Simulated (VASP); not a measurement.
# Ta (Im-3m) in VASP: notebook

The runs below take Ta through single point, with PBE.

All numbers are computed with VASP 6.6.1; they aren't measurements. Logs are shortened: lines on timing, memory, paths and dates and some standing lists are left out, and cuts for length are marked.

### 1 The cell of the first run

Symmetry: Im-3m, No. 229, cubic system. The conventional cell has a = 3.341 Å, b = 3.341 Å, c = 3.341 Å, α = 90.00°, β = 90.00°, γ = 90.00°. Ta (site symmetry m-3m) has 14 Ta at 2.89 to 3.34 Å within 3.8 Å.

### 2 Single point, PBE (18.65 Å³/atom)

The input, INCAR:

```
SYSTEM = Ta
PREC = Accurate
ENCUT = 520
EDIFF = 1E-6
ISMEAR = 0
SIGMA = 0.15
LREAL = .FALSE.
LASPH = .TRUE.
NELM = 60
ALGO = Normal
ISIF = 2
LWAVE = .FALSE.
LCHARG = .FALSE.
GGA = PE
NBANDS = 12
```

The input, KPOINTS:

```
regular mesh
0
G
  20 20 20
  0 0 0
```

The input, POSCAR:

```
Ta
1.0
   -1.6704823687      1.6704823687      1.6704823687
    1.6704823687     -1.6704823687      1.6704823687
    1.6704823687      1.6704823687     -1.6704823687
Ta
1
Direct
    0.0000000000      0.0000000000      0.0000000000
```

Potentials or basis: VASP PAW PBE potentials, release 64 (Ta_pv).

Launch:

```sh
cat potpaw_PBE.64/Ta_pv/POTCAR > POTCAR
mpirun -np 1 vasp_std > vasp.out
```

OUTCAR:

```text
SYSTEM = Ta
   PREC = Accurate
   ENCUT = 520
   EDIFF = 1E-6
   ISMEAR = 0
   LREAL = .FALSE.
   LASPH = .TRUE.
   NELM = 60
   ISIF = 2
   GGA = PE

 ion  position               nearest neighbor table
   1  0.000  0.000  0.000-

  LATTYP: Found a body centered cubic cell.
 ALAT       =     3.3409647374

  Lattice vectors:

 A1 = (  -1.6704823687,   1.6704823687,   1.6704823687)
 A2 = (   1.6704823687,  -1.6704823687,   1.6704823687)
 A3 = (   1.6704823687,   1.6704823687,  -1.6704823687)

Analysis of symmetry for initial positions (statically):
=====================================================================
 Subroutine PRICEL returns:
 Original cell was already a primitive cell.

 Routine SETGRP: Setting up the symmetry group for a
 body centered cubic supercell.

 Subroutine GETGRP returns: Found 48 space group operations
 (whereof 48 operations were pure point group operations)
 out of a pool of 48 trial point group operations.

The static configuration has the point symmetry O_h .

Analysis of symmetry for dynamics (positions and initial velocities):
=====================================================================
 Subroutine PRICEL returns:
 Original cell was already a primitive cell.

 Routine SETGRP: Setting up the symmetry group for a
 body centered cubic supercell.

 Subroutine GETGRP returns: Found 48 space group operations
 (whereof 48 operations were pure point group operations)
 out of a pool of 48 trial point group operations.

The dynamic configuration has the point symmetry O_h .

 Subroutine INISYM returns: Found 48 space group operations
 (whereof 48 operations are pure point group operations),
 and found     1 'primitive' translations

----------------------------------------------------------------------------------------

                                     Primitive cell

  volume of cell :      18.6460

  direct lattice vectors                    reciprocal lattice vectors
    -1.670482369  1.670482369  1.670482369     0.000000000  0.299314742  0.299314742
     1.670482369 -1.670482369  1.670482369     0.299314742  0.000000000  0.299314742
     1.670482369  1.670482369 -1.670482369     0.299314742  0.299314742  0.000000000

  length of vectors
     2.893360336  2.893360336  2.893360336     0.423294968  0.423294968  0.423294968

  position of ions in fractional coordinates (direct lattice)
     0.000000000  0.000000000  0.000000000

[... 74 lines left out ...]
   NELM   =     60;   NELMIN=  2; NELMDL= -5     # of ELM steps
   EDIFF  = 0.1E-05   stopping-criterion for ELM
   LREAL  =      F    real-space projection
[... 7 lines left out ...]
   TEBEG  =    0.0;   TEEND  =   0.0 temperature during run
   PSTRESS=    0.0 pullay stress
   NELECT =      11.0000    total number of electrons
   NUPDOWN=      -1.0000    fix difference up-down
   EMIN   =  10.00;   EMAX   =-10.00  energy-range for DOS
   EFERMI =   0.00;   METHOD = LEGACY
   ISMEAR =     0;   SIGMA  =   0.15  broadening in eV -4-tet -1-fermi 0-gaus
   EFERMI_NEDOS =   21; number of points for ismear=-14 and -15
   IALGO  =     38    algorithm
   IMIX   =      4    mixing-type and parameters
     AMIX     =   0.40;   BMIX     =  1.00
     AMIX_MAG =   1.60;   BMIX_MAG =  1.00
  volume/ion in A,a.u.               =      18.65       125.83
  Fermi-wavevector in a.u.,A,eV,Ry     =   1.373021  2.594633 25.649520  1.885187
  Thomas-Fermi vector in A             =   2.498576
   LORBIT       =      0    0 simple, 1 ext, 2 COOP (PROOUT), +10 PAW based schemes
   GGA     = PE    functional components
   LHFCALC =     F    Hartree Fock is set to
   AEXX    =    0.0000 exact exchange contribution
   IVDW    =     0    specifies the selected vdW correction
   LEPSILON=     F    determine dielectric tensor
   LRPA    =     F    only Hartree local field effects (RPA)
 non-spin polarized calculation
 Gauss-broadening in eV      SIGMA  =   0.15
  energy-cutoff  :      520.00
  volume of cell :       18.65
 maximum number of plane-waves:       531
 NGX is ok and might be reduce to    24
   NGX = 11   NGY = 11   NGZ = 11

 number of electron      10.9999999 magnetization

 Free energy of the ion-electron system (eV)
  ---------------------------------------------------
  ext. energy  EPLUGINS =         0.00000000
  ---------------------------------------------------
  free energy    TOTEN  =       -11.81671757 eV

  energy without entropy =      -11.80188152  energy(sigma->0) =      -11.80929955

 E-fermi :   5.2051     XC(G=0): -12.4424

 val. band max:        5.2049911715   @ k =   0.4000   0.2000   0.0000
 cond. band min:       5.2153195324   @ k =  -0.2000   0.2500   0.0500
 fundamental gap:      0.0103283609
 Fermi energy:         5.2051294611

 k-point     1 :       0.0000    0.0000    0.0000
  band No.  band energies     occupation
      1     -28.0018      2.00000
      2     -28.0018      2.00000
      3     -28.0018      2.00000
      4      -2.5727      2.00000
      5       5.9408      0.00000
      6       5.9408      0.00000
      7       5.9408      0.00000
      8       9.0926      0.00000
      9       9.0926      0.00000
     10      19.7838      0.00000
     11      20.0573      0.00000
     12      20.0573      0.00000
[... 331 lines left out ...]
 k-point    24 :       0.2500    0.1000    0.0000
  band No.  band energies     occupation
      1     -28.7154      2.00000
      2     -28.2379      2.00000
      3     -28.0419      2.00000
      4       0.5553      2.00000
      5       4.3881      2.00000
      6       4.8033      1.99985
      7       8.4100      0.00000
      8       9.6717      0.00000
      9       9.8534      0.00000
     10      19.1665      0.00000
     11      19.7856      0.00000
     12      20.5225      0.00000

 [... further k-points ...]

------------------------ aborting loop because EDIFF is reached ----------------------------------------

  FORCE on cell =-STRESS in cart. coord.  units (eV):
  Direction    XX          YY          ZZ          XY          YZ          ZX
  --------------------------------------------------------------------------------------
  -------------------------------------------------------------------------------------
  Total       -0.4152659     -0.4152659     -0.4152659      0.0000000      0.0000000     -0.0000000
  in kB      -35.6821667    -35.6821667    -35.6821667      0.0000000      0.0000000     -0.0000000
  external PRESSURE =     -35.6821667 kB  Pullay stress =       0.0000000 kB

 VOLUME and BASIS-vectors are now :
 -----------------------------------------------------------------------------
  energy-cutoff  :      520.00
  volume of cell :       18.65
      direct lattice vectors                 reciprocal lattice vectors
    -1.670482369  1.670482369  1.670482369     0.000000000  0.299314742  0.299314742
     1.670482369 -1.670482369  1.670482369     0.299314742  0.000000000  0.299314742
     1.670482369  1.670482369 -1.670482369     0.299314742  0.299314742  0.000000000

 POSITION                                       TOTAL-FORCE (eV/Angst)
 -----------------------------------------------------------------------------------
      0.00000      0.00000      0.00000        -0.000000     -0.000000      0.000000
 -----------------------------------------------------------------------------------
    total drift:                                0.000000      0.000000     -0.000000

  FREE ENERGIE OF THE ION-ELECTRON SYSTEM (eV)
  ---------------------------------------------------
  free  energy   TOTEN  =       -11.8167175749 eV

  energy  without entropy=      -11.8018815172  energy(sigma->0) =      -11.80929955
```

OSZICAR:

```text
N       E                     dE             d eps       ncg     rms          rms(c)
DAV:   1     0.606999577303E+02    0.60700E+02   -0.60663E+03  6168   0.865E+02
DAV:   2    -0.112401797749E+02   -0.71940E+02   -0.70117E+02  6904   0.244E+02
DAV:   3    -0.123018649643E+02   -0.10617E+01   -0.10468E+01  7300   0.278E+01
DAV:   4    -0.123048080841E+02   -0.29431E-02   -0.29426E-02  6908   0.163E+00
DAV:   5    -0.123048184251E+02   -0.10341E-04   -0.10341E-04  7256   0.923E-02    0.127E+01
DAV:   6    -0.119275433074E+02    0.37728E+00   -0.30765E-01  7276   0.598E+00    0.607E+00
DAV:   7    -0.118175345957E+02    0.11001E+00   -0.27045E-01  7056   0.517E+00    0.376E-01
DAV:   8    -0.118167548243E+02    0.77977E-03   -0.81884E-03  6892   0.735E-01    0.136E-01
DAV:   9    -0.118167245706E+02    0.30254E-04   -0.15558E-04  7144   0.131E-01    0.263E-02
DAV:  10    -0.118167174627E+02    0.71079E-05   -0.38478E-06  6892   0.214E-02    0.292E-03
DAV:  11    -0.118167175749E+02   -0.11221E-06   -0.22081E-07  3984   0.524E-03
   1 F= -.11816718E+02 E0= -.11809300E+02  d E =-.148361E-01
```

Run time: 54 s. Hardware: 1 thread of Intel Xeon 8259CL, shared host; peak memory 0.19 GiB.

What came out:

| Quantity | Value |
| --- | --- |
| Free energy | -11.8167 eV |
| Pressure | -3.6 GPa |
| Band gap on the k mesh | zero (an odd number of electrons rules out a gap without spin polarisation) |

Caveat: the cell stands under tension; spin-orbit coupling is left out, which moves the levels of the heavy elements.

(Continued in part 2 of 2.)
